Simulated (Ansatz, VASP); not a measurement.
## One calculation of GeS, two programs

Contents of INCAR:

```
PREC     = Accurate       # precision mode
ENCUT    = 500            # plane-wave cutoff, eV
EDIFF    = 1E-6           # SCF threshold, eV
ISMEAR   = 0              # smearing method
SIGMA    = 0.02           # smearing width, eV
LREAL    = False          # projectors in reciprocal space
LASPH    = True           # aspherical terms in the spheres
NELM     = 120            # most SCF steps
ALGO     = Normal         # electronic algorithm
ISIF     = 2              # what is computed and relaxed
LWAVE    = False          # write WAVECAR
LCHARG   = False          # write CHGCAR
GGA      = PE             # functional
IVDW     = 12             # dispersion correction
NBANDS   = 50             # bands
GGA_COMPAT= False
```

The input KPOINTS:

```
regular mesh
0
Gamma
  4 8 6
```

File POSCAR:

```
GeS
1.0
   10.6563156810      0.0000000000      0.0000000000
    0.0000000000      3.6793767028      0.0000000000
    0.0000000000      0.0000000000      4.3580862043
Ge S
4 4
Direct
    0.1244538412      0.2500000000      0.1352405786
    0.3755461588      0.7500000000      0.6352405786
    0.6244538412      0.2500000000      0.3647594214
    0.8755461588      0.7500000000      0.8647594214
    0.8493944109      0.2500000000      0.4949234742
    0.6506055891      0.7500000000     -0.0050765258
    0.3493944109      0.2500000000      1.0050765258
    0.1506055891      0.7500000000      0.5050765258
```

Input for Ansatz:

```yaml
crystal:
  lattice:
    - [10.656315681, 0.0, 0.0]
    - [0.0, 3.6793767028, 0.0]
    - [0.0, 0.0, 4.3580862043]
  atoms:
    - { symbol: Ge, position: [0.1244538412, 0.25, 0.1352405786] }
    - { symbol: Ge, position: [0.3755461588, 0.75, 0.6352405786] }
    - { symbol: Ge, position: [0.6244538412, 0.25, 0.3647594214] }
    - { symbol: Ge, position: [0.8755461588, 0.75, 0.8647594214] }
    - { symbol: S, position: [0.8493944109, 0.25, 0.4949234742] }
    - { symbol: S, position: [0.6506055891, 0.75, -0.0050765258] }
    - { symbol: S, position: [0.3493944109, 0.25, 1.0050765258] }
    - { symbol: S, position: [0.1506055891, 0.75, 0.5050765258] }
basis:
  ecutwfc: 420
kpoints:
  mp_grid: { grid: [4, 8, 6] }
  band_path:
    path:
      - [0.0, 0.0, 0.0]
      - [0.5, 0.0, 0.0]
      - [0.5, 0.5, 0.0]
      - [0.0, 0.5, 0.0]
      - [0.0, 0.0, 0.5]
      - [0.5, 0.0, 0.5]
      - [0.5, 0.5, 0.5]
      - [0.0, 0.5, 0.5]
      - [0.0, 0.0, 0.309896]
    npoints: 1
hamiltonian:
  xc: pbe
  dispersion: d3bj
scf:
  occupations: { method: gaussian, width: 0.02 }
  n_extra_bands: 7
output:
  forces: true
  stress: true
  eigenvalues: true
  write_density: true
  write_potential: true
  elf: true
  volumetric_format: npy
```

Alike in both runs: task single point; functional PBE; dispersion D3(BJ); k mesh 4 × 8 × 6; occupations gaussian, width 0.02 eV; no spin polarisation.

|  | VASP | Ansatz |
| --- | --- | --- |
| version | VASP 6.6.1 | Ansatz 0.2.0 |
| potentials or method | VASP PAW PBE potentials, release 64 (Ge_d, S), cutoff 500 eV | scalar-relativistic, plane waves, PAW |
| valence electrons in the cell | 80 | 80 |

Ansatz gave:

| Quantity | Value |
| --- | --- |
| gap on the k mesh at the Fermi level (eV) | 1.24 |
| least direct gap on the mesh (eV) | 1.27 |
| pressure (GPa) | 0.0 |
| rms of the force components (eV/Å) | 0.001 |

Problem. Which values does VASP return?

Solution. gap on the k mesh at the Fermi level (eV): 1.23; least direct gap on the mesh (eV): 1.26; pressure (GPa): -0.1; rms of the force components (eV/Å): 0.004.

Atom by atom the forces differ by 0.003 eV/Å (rms over components). Ansatz's warnings: dispersion switch in reach.
